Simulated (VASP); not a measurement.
# TePb in VASP: single point with LDA

Aim: the single point of TePb with LDA.

Everything below comes from runs of VASP 6.6.1. Logs are shortened: lines on timing, memory, paths and dates and some standing lists are left out, and cuts for length are marked.

## Step 1: The cell of the first run

The cell holds a slab with vacuum, 6 atoms: a = 4.512 Å, b = 4.512 Å, c = 22.381 Å, α = 90.00°, β = 90.00°, γ = 90.00°.

## Step 2: Single point, LDA

File POSCAR:

```
TePb
1.0
    4.5118842632      0.0000000000      0.0000000000
    0.0000000000      4.5118842632      0.0000000000
    0.0000000000      0.0000000000     22.3808000000
Pb Te
3 3
Direct
    0.2500000000      0.2500000000      0.3574499590
    0.7500000000      0.7500000000      0.5000000000
    0.2500000000      0.2500000000      0.6425500410
    0.7500000000      0.7500000000      0.3574499590
    0.2500000000      0.2500000000      0.5000000000
    0.7500000000      0.7500000000      0.6425500410
```

File INCAR.step1:

```
SYSTEM = TePb
PREC     = Accurate       ! precision mode
ENCUT    = 520            ! plane-wave cutoff, eV
EDIFF    = 1E-6           ! SCF threshold, eV
ISMEAR   = -1             ! smearing method
SIGMA    = 0.02           ! smearing width, eV
LREAL    = .False.        ! projectors in reciprocal space
LASPH    = .True.         ! aspherical terms in the spheres
NELM     = 60             ! most SCF steps
ALGO     = Normal         ! electronic algorithm
ISIF     = 2              ! what is computed and relaxed
LWAVE    = .False.        ! write WAVECAR
LCHARG   = .True.         ! write CHGCAR
LDIPOL   = .True.       
IDIPOL   = 3            
DIPOL    = 0.5 0.5 0.500
GGA      = CA             ! functional
NBANDS   = 39             ! bands
```

File KPOINTS.step1:

```
regular mesh
0
Gamma
  7 7 1
  0 0 0
```

File INCAR.step2:

```
SYSTEM = TePb
PREC     = Accurate       ! precision mode
ENCUT    = 520            ! plane-wave cutoff, eV
EDIFF    = 1E-6           ! SCF threshold, eV
ISMEAR   = -5             ! smearing method
SIGMA    = 0.02           ! smearing width, eV
LREAL    = .False.        ! projectors in reciprocal space
LASPH    = .True.         ! aspherical terms in the spheres
NELM     = 60             ! most SCF steps
ALGO     = Normal         ! electronic algorithm
ISIF     = 2              ! what is computed and relaxed
LWAVE    = .False.        ! write WAVECAR
LCHARG   = .False.        ! write CHGCAR
LDIPOL   = .True.       
IDIPOL   = 3            
DIPOL    = 0.5 0.5 0.500
GGA      = CA             ! functional
LORBIT   = 11             ! projections on sites
NEDOS    = 2001           ! points of the DOS
ICHARG   = 11             ! starting density
```

File KPOINTS.step2:

```
regular mesh
0
Gamma
  11 11 1
  0 0 0
```

Potentials or basis: VASP PAW LDA potentials, release 64 (Pb_d, Te).

Started as:

```
$ cat potpaw_LDA.64/Pb_d/POTCAR potpaw_LDA.64/Te/POTCAR > POTCAR
$ cp INCAR.step1 INCAR
$ cp KPOINTS.step1 KPOINTS
$ mpirun -np 1 vasp_std > vasp.out
$ cp INCAR.step2 INCAR
$ cp KPOINTS.step2 KPOINTS
$ mpirun -np 1 vasp_std > vasp.out
```

OUTCAR:

```text
SYSTEM = TePb
   PREC = Accurate
   ENCUT = 520
   EDIFF = 1E-6
   ISMEAR = -5
   LREAL = .False.
   LASPH = .True.
   NELM = 60
   ISIF = 2
   GGA = CA
   LORBIT = 11
   ICHARG = 11

 ion  position               nearest neighbor table
   1  0.250  0.250  0.357-   5 3.19   4 3.19   4 3.19   4 3.19   4 3.19
   2  0.750  0.750  0.500-   4 3.19   6 3.19   5 3.19   5 3.19   5 3.19   5 3.19
   3  0.250  0.250  0.643-   5 3.19   6 3.19   6 3.19   6 3.19   6 3.19
   4  0.750  0.750  0.357-   2 3.19   1 3.19   1 3.19   1 3.19   1 3.19
   5  0.250  0.250  0.500-   1 3.19   3 3.19   2 3.19   2 3.19   2 3.19   2 3.19
   6  0.750  0.750  0.643-   2 3.19   3 3.19   3 3.19   3 3.19   3 3.19

  LATTYP: Found a simple tetragonal cell.
 ALAT       =     4.5118842632
 C/A-ratio  =     4.9604109269

  Lattice vectors:

 A1 = (   4.5118842632,   0.0000000000,   0.0000000000)
 A2 = (   0.0000000000,   4.5118842632,   0.0000000000)
 A3 = (   0.0000000000,   0.0000000000,  22.3808000000)

Analysis of symmetry for initial positions (statically):
=====================================================================
 Subroutine PRICEL returns:
 Original cell was already a primitive cell.

 Routine SETGRP: Setting up the symmetry group for a
 simple tetragonal supercell.

 Subroutine GETGRP returns: Found 16 space group operations
 (whereof  4 operations were pure point group operations)
 out of a pool of 16 trial point group operations.

The static configuration has the point symmetry C_2v.
 The point group associated with its full space group is D_4h.

Analysis of symmetry for dynamics (positions and initial velocities):
=====================================================================
 Subroutine PRICEL returns:
 Original cell was already a primitive cell.

 Routine SETGRP: Setting up the symmetry group for a
 simple tetragonal supercell.

 Subroutine GETGRP returns: Found 16 space group operations
 (whereof  4 operations were pure point group operations)
 out of a pool of 16 trial point group operations.

The dynamic configuration has the point symmetry C_2v.
 The point group associated with its full space group is D_4h.

 Subroutine INISYM returns: Found 16 space group operations
 (whereof  4 operations are pure point group operations),
 and found     1 'primitive' translations

----------------------------------------------------------------------------------------

                                     Primitive cell

  volume of cell :     455.6082

  direct lattice vectors                    reciprocal lattice vectors
     4.511884263  0.000000000  0.000000000     0.221636891  0.000000000  0.000000000
     0.000000000  4.511884263  0.000000000     0.000000000  0.221636891  0.000000000
     0.000000000  0.000000000 22.380800000     0.000000000  0.000000000  0.044681155

  length of vectors
     4.511884263  4.511884263 22.380800000     0.221636891  0.221636891  0.044681155

  position of ions in fractional coordinates (direct lattice)
     0.250000000  0.250000000  0.357449959
     0.750000000  0.750000000  0.500000000
     0.250000000  0.250000000  0.642550041
     0.750000000  0.750000000  0.357449959
     0.250000000  0.250000000  0.500000000
     0.750000000  0.750000000  0.642550041

  ion indices of the primitive-cell ions
   primitive index   ion index
                 1           1
                 2           2
                 3           3
                 4           4
                 5           5
                 6           6

----------------------------------------------------------------------------------------

 KPOINTS: regular mesh

Automatic generation of k-mesh.
 Grid dimensions read from file:
 generate k-points for:   11   11    1

 Generating k-lattice:

  Cartesian coordinates                     Fractional coordinates (reciprocal lattice)
     0.020148808  0.000000000  0.000000000     0.090909091  0.000000000  0.000000000
     0.000000000  0.020148808  0.000000000     0.000000000  0.090909091  0.000000000
     0.000000000  0.000000000  0.044681155     0.000000000  0.000000000  1.000000000

  Length of vectors
     0.020148808  0.020148808  0.044681155

  Shift w.r.t. Gamma in fractional coordinates (k-lattice)
     0.000000000  0.000000000  0.000000000

 TETIRR: Found    169 inequivalent tetrahedra from      726

 Subroutine IBZKPT returns following result:
 ===========================================

 Found     21 irreducible k-points:

 Following reciprocal coordinates:
            Coordinates               Weight
  0.000000  0.000000  0.000000      1.000000
  0.090909  0.000000  0.000000      4.000000
  0.181818  0.000000  0.000000      4.000000
  0.272727  0.000000  0.000000      4.000000
  0.363636  0.000000  0.000000      4.000000
  0.454545  0.000000  0.000000      4.000000
[... 13 lines left out ...]
  0.454545  0.363636  0.000000      8.000000
  0.454545  0.454545  0.000000      4.000000
   k-points           NKPTS =     21   k-points in BZ     NKDIM =     21   number of bands    NBANDS=     36
   number of dos      NEDOS =   2001   number of ions     NIONS =      6
   total plane-waves  NPLWV = 217728
   dimension x,y,z NGX =    36 NGY =   36 NGZ =  168
   dimension x,y,z NGXF=    72 NGYF=   72 NGZF=  336
   ions per type =               3   3
   NGX,Y,Z   is equivalent  to a cutoff of  13.26, 13.26, 12.48 a.u.
   NGXF,Y,Z  is equivalent  to a cutoff of  26.53, 26.53, 24.96 a.u.
 SYSTEM =  TePb
   PREC   = accura    normal or accurate (medium, high low for compatibility)
   ISTART =      0    job   : 0-new  1-cont  2-samecut
   ICHARG =     11    charge: 1-file 2-atom 10-const
   ISPIN  =      1    spin polarized calculation?
   LNONCOLLINEAR =      F non collinear calculations
   LSORBIT =      F    spin-orbit coupling
   LASPH  =      T    aspherical Exc in radial PAW
   ENCUT  =  520.0 eV  38.22 Ry    6.18 a.u.   8.39  8.39 41.61*2*pi/ulx,y,z
   NELM   =     60;   NELMIN=  2; NELMDL=  0     # of ELM steps
   EDIFF  = 0.1E-05   stopping-criterion for ELM
   LREAL  =      F    real-space projection
   EDIFFG = 0.1E-04   stopping-criterion for IOM
   NSW    =      0    number of steps for IOM
   IBRION =     -1    ionic relax: 0-MD 1-quasi-New 2-CG
   NFREE  =      0    steps in history (QN), initial steepest desc. (CG)
   ISIF   =      2    stress and relaxation
   ISYM   =      2    0-nonsym 1-usesym 2-fastsym
   POTIM  = 0.5000    time-step for ionic-motion
   TEBEG  =    0.0;   TEEND  =   0.0 temperature during run
   PSTRESS=    0.0 pullay stress
   NELECT =      60.0000    total number of electrons
   NUPDOWN=      -1.0000    fix difference up-down
   EMIN   =  10.00;   EMAX   =-10.00  energy-range for DOS
   EFERMI =   0.00;   METHOD = LEGACY
   ISMEAR =    -5;   SIGMA  =   0.02  broadening in eV -4-tet -1-fermi 0-gaus
   EFERMI_NEDOS =   21; number of points for ismear=-14 and -15
   IALGO  =     38    algorithm
   IMIX   =      4    mixing-type and parameters
     AMIX     =   0.40;   BMIX     =  1.00
     AMIX_MAG =   1.60;   BMIX_MAG =  1.00
  volume/ion in A,a.u.               =      75.93       512.43
  Fermi-wavevector in a.u.,A,eV,Ry     =   0.832904  1.573960  9.438748  0.693728
  Thomas-Fermi vector in A             =   1.946038
   LORBIT       =     11    0 simple, 1 ext, 2 COOP (PROOUT), +10 PAW based schemes
   GGA     = CA    functional components
   LHFCALC =     F    Hartree Fock is set to
   AEXX    =    0.0000 exact exchange contribution
   IVDW    =     0    specifies the selected vdW correction
   LEPSILON=     F    determine dielectric tensor
   LRPA    =     F    only Hartree local field effects (RPA)
 non-spin polarized calculation
 Fermi weights with tetrahedron method with Bloechl corrections
  energy-cutoff  :      520.00
  volume of cell :      455.61
 maximum number of plane-waves:     12306
 NGX is ok and might be reduce to    36

 number of electron      60.0000020 magnetization

 dipolmoment           0.000000      0.000000     -0.000000 electrons x Angstroem

 Free energy of the ion-electron system (eV)
  ---------------------------------------------------
  ext. energy  EPLUGINS =         0.00000000
  ---------------------------------------------------
  free energy    TOTEN  =       -25.42905357 eV

  energy without entropy =      -25.42905357  energy(sigma->0) =      -25.42905357

 E-fermi :  -0.2237     XC(G=0):  -4.7486

 val. band max:       -0.2278515336   @ k =   0.4545   0.0000   0.0000
 cond. band min:       0.5611471835   @ k =   0.4545   0.0000   0.0000
 fundamental gap:      0.7889987171
 Fermi energy:        -0.2236593786

 k-point     1 :       0.0000    0.0000    0.0000
  band No.  band energies     occupation
      1     -17.0109      2.00000
      2     -17.0047      2.00000
      3     -16.9313      2.00000
      4     -16.9313      2.00000
      5     -16.9312      2.00000
      6     -16.9312      2.00000
[... 28 lines left out ...]
     35       4.0633      0.00000
     36       4.1468      0.00000

 k-point     2 :       0.0909    0.0000    0.0000
  band No.  band energies     occupation
      1     -17.0094      2.00000
      2     -17.0034      2.00000
      3     -16.9319      2.00000
      4     -16.9318      2.00000
      5     -16.9313      2.00000
      6     -16.9312      2.00000
[... 28 lines left out ...]
     35       3.8141      0.00000
     36       3.9939      0.00000
[... 700 lines left out ...]
     35       4.1688      0.00000
     36       4.3681      0.00000

 k-point    21 :       0.4545    0.4545    0.0000
  band No.  band energies     occupation
      1     -16.9854      2.00000
      2     -16.9779      2.00000
      3     -16.9540      2.00000
      4     -16.9513      2.00000
      5     -16.9373      2.00000
      6     -16.9373      2.00000
[... 28 lines left out ...]
     35       3.7985      0.00000
     36       4.8498      0.00000

------------------------ aborting loop because EDIFF is reached ----------------------------------------

 vacuum level on the upper side and lower side of the slab       (xc-potential included)        -0.112        -0.112

  FORCE on cell =-STRESS in cart. coord.  units (eV):
  Direction    XX          YY          ZZ          XY          YZ          ZX
  --------------------------------------------------------------------------------------
  -------------------------------------------------------------------------------------
  Total       -0.9393712     -0.9393712     -3.0220702      0.0000000      0.0000000     -0.0000000
  in kB       -3.3033631     -3.3033631    -10.6273166      0.0000000      0.0000000     -0.0000000
  external PRESSURE =      -5.7446809 kB  Pullay stress =       0.0000000 kB

 VOLUME and BASIS-vectors are now :
 -----------------------------------------------------------------------------
  energy-cutoff  :      520.00
  volume of cell :      455.61
      direct lattice vectors                 reciprocal lattice vectors
     4.511884263  0.000000000  0.000000000     0.221636891  0.000000000  0.000000000
     0.000000000  4.511884263  0.000000000     0.000000000  0.221636891  0.000000000
     0.000000000  0.000000000 22.380800000     0.000000000  0.000000000  0.044681155

 POSITION                                       TOTAL-FORCE (eV/Angst)
 -----------------------------------------------------------------------------------
      1.12797      1.12797      8.00002         0.000000      0.000000      0.392858
      3.38391      3.38391     11.19040         0.000000     -0.000000      0.000000
      1.12797      1.12797     14.38078        -0.000000      0.000000     -0.392858
      3.38391      3.38391      8.00002        -0.000000     -0.000000      0.076136
      1.12797      1.12797     11.19040        -0.000000      0.000000      0.000000
      3.38391      3.38391     14.38078         0.000000     -0.000000     -0.076136
 -----------------------------------------------------------------------------------
    total drift:                                0.000000     -0.000000     -0.000000

  FREE ENERGIE OF THE ION-ELECTRON SYSTEM (eV)
  ---------------------------------------------------
  free  energy   TOTEN  =       -25.4290535701 eV

  energy  without entropy=      -25.4290535701  energy(sigma->0) =      -25.42905357

 vacuum level on the upper side and lower side of the slab         4.347         4.347

 total charge

# of ion       s       p       d       tot
------------------------------------------
    1        1.451   0.598   9.825  11.874
    2        1.456   0.619   9.832  11.907
    3        1.451   0.598   9.825  11.874
    4        1.385   1.997   0.017   3.399
    5        1.379   2.000   0.023   3.401
    6        1.385   1.997   0.017   3.399
--------------------------------------------------
tot          8.505   7.809  29.540  45.854
```

It took 10 min on 1 thread of Intel Xeon Platinum 8259CL at 2.50GHz (Skylake/Cascade Lake), shared host; peak memory 0.51 GiB.

Results:

```
Valence electrons inside the program's atomic spheres : Pb 11.87, 11.91 (each value once); Te 3.40
```

Levels at points of the mesh, in eV from the valence-band top:
```tsv
k point	band 26	band 27	band 28	band 29	band 30	band 31	band 32	band 33	band 34	band 35
(0.00, 0.00, 0.00)	-1.98	-1.65	-1.48	-1.48	-0.59	1.79	2.55	3.54	4.15	4.29
```

Caveat: spin-orbit coupling is left out, which moves the levels of the heavy elements.
